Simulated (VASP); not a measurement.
Set up this calculation in VASP 6.6.1, as the native input.

```yaml
Task: single point
Functional: PBE
Potentials_or_basis: VASP PAW PBE potentials, release 64 (Al, Ru_pv)
Cutoff: 520 eV
k_mesh: 18 × 18 × 18
Occupations: gaussian, width 0.15 eV
Spin: no spin polarisation
Dipole_correction: no
Further_INCAR_settings: ALGO = Fast; EDIFF = 1e-06; NBANDS = 25
```

The structure of AlRu lies in POSCAR:

```
AlRu
1.0
   -3.0040847246      0.0000000000     -3.0040847246
    0.0000000000     -3.0040847246     -3.0040847246
   -3.0040847246     -3.0040847246      0.0000000000
Al Ru
2 2
Direct
    0.5332880092      0.4667119908      0.4667119908
   -0.0332880092      0.0332880092      0.0332880092
    0.2500000000      0.2500000000      0.2500000000
    0.7500000000      0.7500000000      0.7500000000
```

This cell differs from its parent crystal: atoms displaced along a vibrational mode.

The input as run:

INCAR

```
SYSTEM = AlRu
ALGO = Fast
EDIFF = 1E-6
ENCUT = 520
GGA = PE
ISIF = 2
ISMEAR = 0
LASPH = .TRUE.
LCHARG = .FALSE.
LREAL = .FALSE.
LWAVE = .FALSE.
NBANDS = 25
NELM = 60
PREC = Accurate
SIGMA = 0.15
```

KPOINTS

```
k-points
0
G
  18 18 18
  0 0 0
```

Potentials or basis: VASP PAW PBE potentials, release 64 (Al, Ru_pv).

Command:

```console
$ cat potpaw_PBE.64/Al/POTCAR potpaw_PBE.64/Ru_pv/POTCAR > POTCAR
$ mpirun -np 1 vasp_std > vasp.out
```

It gave:

```yaml
Pressure: 3.7 GPa
Largest_force: 2.441 eV/Å
Band_gap_on_the_k_mesh: zero (bands 17 and 18 overlap by 2.45 eV)
```

Caveat: the cell differs from its parent crystal (atoms displaced along a vibrational mode); the cell stands under pressure; forces of over 1 eV/Å act on the atoms, so gaps and moduli don't describe the material at rest.

Run time: 5.6 min on 1 thread of Intel Xeon 8259CL (shared host), peak memory 0.61 GiB.
